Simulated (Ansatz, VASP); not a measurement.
## RbP2O5: VASP beside Ansatz

```xyz
8
Lattice="5.4333 0.0000 0.0000 -2.7167 4.7054 0.0000 0.0000 0.0000 5.6890" Properties=species:S:1:pos:R:3 pbc="T T T"
Rb    0.0000    0.0000   -0.2310
P     0.0000    3.1369    2.5109
P     2.7167    1.5685    2.5109
O     0.0000    3.1369    6.7101
O    -1.3583    2.3527    3.1662
O     1.3583    2.3527    3.1662
O     2.7167    0.0000    3.1662
O     2.7167    1.5685    6.7101
```

Alike in both runs: functional PBE; k mesh 6 × 6 × 6; occupations gaussian, width 0.1 eV; no spin polarisation.

Ansatz relaxed the structure, and its values are those at the end. VASP's run is a single point on that final structure, the one shown.

|  | VASP | Ansatz |
| --- | --- | --- |
| version | VASP 6.6.1 | Ansatz 0.2.0 |
| potentials or method | VASP PAW PBE potentials, release 64 (Rb_sv, P, O), cutoff 520 eV | scalar-relativistic, plane waves, PAW |
| valence electrons in the cell | 49 | 49 |

|  | VASP | Ansatz | Ansatz less VASP |
| --- | --- | --- | --- |
| gap on the k mesh at the Fermi level (eV) | none | none | - |
| pressure (GPa) | -0.3 | 0.0 | +0.33 |
| rms of the force components (eV/Å) | 0.022 | 0.007 | -0.0145 |

A gap of «none» marks a metal or a gap that the smearing closes. With one functional, cell and mesh, what is left measures potentials, basis and numerics.
